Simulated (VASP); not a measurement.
Nb: single point with LDA

Crystal: Nb.

```
Nb
1.0
     1.54283    1.54283    1.54283
    -1.54283    1.54283    1.54283
    -1.54283   -1.54283    1.54283
Nb
1
Direct
  0.00000 0.00000 0.00000
```

```json
{
  "Program": "VASP 6.6.1",
  "Task": "single point",
  "Functional": "LDA",
  "Potentials or basis": "VASP PAW LDA potentials, release 64 (Nb_sv)",
  "Cutoff": "520 eV",
  "k mesh": "9 × 9 × 9",
  "Occupations": "fermi-dirac, width 0.1 eV",
  "Spin": "no spin polarisation",
  "Dipole correction": "no",
  "Further INCAR settings": "ALGO = Normal; EDIFF = 1e-06; NBANDS = 12"
}
```

```
Pressure : 39.9 GPa
```

Levels at points of the mesh, in eV from the Fermi level:
| k point | band 4 | band 5 | band 6 | band 7 | band 8 | band 9 |
| --- | --- | --- | --- | --- | --- | --- |
| (0.00, 0.00, 0.00) | -28.91 | -6.24 | 0.10 | 0.10 | 0.10 | 3.74 |

Run time: 4.6 s on 1 thread of Intel(R) Xeon(R) Platinum 8375C CPU @ 2.90GHz (Ice Lake) (shared host), peak memory 0.12 GiB.
